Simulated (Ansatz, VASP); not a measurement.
**Two plane-wave programs on Ge3N4**

The input INCAR:

```
PREC = Accurate ; ENCUT = 600
EDIFF = 1E-6 ; ISMEAR = -1
SIGMA = 0.02 ; LREAL = F
LASPH = T ; NELM = 120
ALGO = Normal ; ISIF = 2
LWAVE = F ; LCHARG = T
GGA = PE ; LELF = T
LVHAR = T ; NBANDS = 75
GGA_COMPAT = F
```

Contents of KPOINTS:

```
Automatic mesh
0
Gamma
  6 6 8
```

Contents of POSCAR:

```
Ge3N4
1.0
    7.9634881689      0.0000000000      0.0000000000
   -3.9817440845      6.8965830570      0.0000000000
    0.0000000000      0.0000000000      3.0947638999
Ge N
6 8
Direct
    0.8306378327      0.2363588403      0.7500000000
    0.5942789924      0.8306378327      0.2500000000
    0.2363588403      0.4057210076      0.2500000000
    0.7636411597      0.5942789924      0.7500000000
    0.4057210076      0.1693621673      0.7500000000
    0.1693621673      0.7636411597      0.2500000000
    0.6666666667      0.3333333333      0.7500000000
    0.3333333333      0.6666666667      0.2500000000
    0.6698799589      0.9727410696      0.7500000000
    0.6971388893      0.6698799589      0.2500000000
    0.9727410696      0.3028611107      0.2500000000
    0.0272589304      0.6971388893      0.7500000000
    0.3301200411      0.0272589304      0.2500000000
    0.3028611107      0.3301200411      0.7500000000
```

Input for Ansatz:

```yaml
crystal:
  lattice:
    - [7.9634881689, 0.0, 0.0]
    - [-3.9817440845, 6.896583057, 0.0]
    - [0.0, 0.0, 3.0947638999]
  atoms:
    - { symbol: Ge, position: [0.8306378327, 0.2363588403, 0.75] }
    - { symbol: Ge, position: [0.5942789924, 0.8306378327, 0.25] }
    - { symbol: Ge, position: [0.2363588403, 0.4057210076, 0.25] }
    - { symbol: Ge, position: [0.7636411597, 0.5942789924, 0.75] }
    - { symbol: Ge, position: [0.4057210076, 0.1693621673, 0.75] }
    - { symbol: Ge, position: [0.1693621673, 0.7636411597, 0.25] }
    - { symbol: "N", position: [0.6666666667, 0.3333333333, 0.75] }
    - { symbol: "N", position: [0.3333333333, 0.6666666667, 0.25] }
    - { symbol: "N", position: [0.6698799589, 0.9727410696, 0.75] }
    - { symbol: "N", position: [0.6971388893, 0.6698799589, 0.25] }
    - { symbol: "N", position: [0.9727410696, 0.3028611107, 0.25] }
    - { symbol: "N", position: [0.0272589304, 0.6971388893, 0.75] }
    - { symbol: "N", position: [0.3301200411, 0.0272589304, 0.25] }
    - { symbol: "N", position: [0.3028611107, 0.3301200411, 0.75] }
kpoints:
  mp_grid: { grid: [6, 6, 8] }
  band_path:
    path:
      - [0.0, 0.0, 0.0]
      - [0.5, 0.0, 0.0]
      - [0.3333333333, 0.3333333333, 0.0]
      - [0.0, 0.0, 0.5]
      - [0.5, 0.0, 0.5]
      - [0.3333333333, 0.3333333333, 0.5]
      - [0.0, 0.0, -0.104167]
    npoints: 1
hamiltonian:
  xc: pbe
scf:
  occupations: { method: fermi_dirac, width: 0.02 }
  n_extra_bands: 7
output:
  forces: true
  stress: true
  eigenvalues: true
  write_density: true
  write_potential: true
  elf: true
  volumetric_format: npy
```

Change from the starting cell: epitaxial_xy strain -1.0%.

Alike in both runs: task single point; functional PBE; k mesh 6 × 6 × 8; occupations fermi-dirac, width 0.02 eV; no spin polarisation.

```csv
,VASP,Ansatz
version,VASP 6.6.1,Ansatz 0.2.0
potentials or method,"VASP PAW PBE potentials, release 64 (Ge_d, N)","plane waves, PAW"
plane-wave cutoff (eV),600,420
valence electrons in the cell,124,124
```

|  | VASP | Ansatz | Ansatz less VASP |
| --- | --- | --- | --- |
| gap on the k mesh at the Fermi level (eV) | 2.40 | 2.39 | -0.012 |
| pressure (GPa) | 8.7 | 9.4 | +0.75 |
| traceless stress, the component that is largest in VASP (GPa) | -2.48 | -2.41 | +0.064 |
| rms of the force components (eV/Å) | 0.028 | 0.033 | +0.0050 |

Atom by atom the forces differ by 0.006 eV/Å (rms over components).
